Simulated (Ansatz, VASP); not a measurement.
## Two plane-wave programs on GaRh3C

File INCAR:

```
SYSTEM = GaRh3C
  PREC = Accurate
  ENCUT = 600
  EDIFF = 1E-6
  ISMEAR = 0
  SIGMA = 0.1
  LREAL = .False.
  LASPH = .True.
  NELM = 100
  ALGO = Normal
  ISIF = 3
  LWAVE = .False.
  LCHARG = .False.
  GGA = PS
  IBRION = 2
  NSW = 100
  EDIFFG = -0.005
```

KPOINTS

```
Automatic mesh
0
Gamma
  10 10 10
  0 0 0
```

File POSCAR:

```
GaRh3C
1.0
    3.9949361325      0.0000000000      0.0000000000
    0.0000000000      3.9949361325      0.0000000000
    0.0000000000      0.0000000000      3.9949361325
Ga Rh C
1 3 1
Direct
    0.0000000000      0.0000000000      0.0000000000
    0.0000000000      0.5000000000      0.5000000000
    0.5000000000      0.0000000000      0.5000000000
    0.5000000000      0.5000000000      0.0000000000
    0.5000000000      0.5000000000      0.5000000000
```

Input for Ansatz:

```yaml
crystal:
  lattice:
    - [3.9949361325, 0.0, 0.0]
    - [0.0, 3.9949361325, 0.0]
    - [0.0, 0.0, 3.9949361325]
  atoms:
    - { symbol: Ga, position: [0.0, 0.0, 0.0] }
    - { symbol: Rh, position: [0.0, 0.5, 0.5] }
    - { symbol: Rh, position: [0.5, 0.0, 0.5] }
    - { symbol: Rh, position: [0.5, 0.5, 0.0] }
    - { symbol: C, position: [0.5, 0.5, 0.5] }
basis:
  ecutwfc: 420
kpoints:
  mp_grid: { grid: [10, 10, 10] }
hamiltonian:
  xc: pbesol
scf:
  occupations: { method: gaussian, width: 0.1 }
output:
  forces: true
  stress: true
  eigenvalues: true
relax:
  adjacent_minimum: "off"
  f_tol: 0.005
  max_steps: 80
  cell: { stress_tol: 0.05 }
```

Alike in both runs: task relaxation of cell and atoms; functional PBEsol; k mesh 10 × 10 × 10; occupations gaussian, width 0.1 eV; no spin polarisation.

|  | VASP | Ansatz |
| --- | --- | --- |
| version | VASP 6.6.1 | Ansatz 0.2.0 |
| potentials or method | VASP PAW PBE potentials, release 64 (Ga_d, Rh_pv, C), cutoff 600 eV | scalar-relativistic, plane waves, PAW |
| valence electrons in the cell | 62 | 68 |

VASP gave:

| Quantity | Value |
| --- | --- |
| gap on the k mesh at the Fermi level, each at its own relaxed structure (eV) | none |
| relaxed volume (Å³/atom) | 12.74 |
| relaxed cell length with the largest relative difference (Å) | 3.994 |

Q: Estimate Ansatz's values.

A: gap on the k mesh at the Fermi level, each at its own relaxed structure (eV): none; relaxed volume (Å³/atom): 12.74; relaxed cell length with the largest relative difference (Å): 3.993.

VASP's potentials were made for PBE, not for PBEsol. A gap of «none» marks a metal or a gap that the smearing closes. VASP's potentials hold 62 valence electrons a cell and Ansatz's 68, so a difference there can come from the potentials and not from the codes.
